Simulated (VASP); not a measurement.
Here is a VASP 6.6.1 calculation.

INCAR

```
SYSTEM = Cs
ALGO = Normal
EDIFF = 1E-6
ENCUT = 520
GGA = PS
ISIF = 2
ISMEAR = -1
LASPH = .TRUE.
LCHARG = .TRUE.
LELF = .TRUE.
LREAL = .FALSE.
LVHAR = .TRUE.
LWAVE = .FALSE.
NBANDS = 10
NELM = 100
PREC = Accurate
SIGMA = 0.1
```

Contents of KPOINTS:

```
k-points
0
G
  8 8 8
  0 0 0
```

File POSCAR:

```
Cs
1.0
    0.0000000000      3.8582238487      3.8582238487
    3.8582238487      0.0000000000      3.8582238487
    3.8582238487      3.8582238487      0.0000000000
Cs
1
Direct
    0.0000000000      0.0000000000      0.0000000000
```

Potentials or basis: VASP PAW PBE potentials, release 64 (Cs_sv).

The run is started by

```bash
$ cat potpaw_PBE.64/Cs_sv/POTCAR > POTCAR
$ mpirun -np 1 vasp_std > vasp.out
```

Task: Estimate the pressure.

Result: -0.1 GPa.

Caveat: the PAW data sets were made with another functional, which shifts forces and pressure a little.
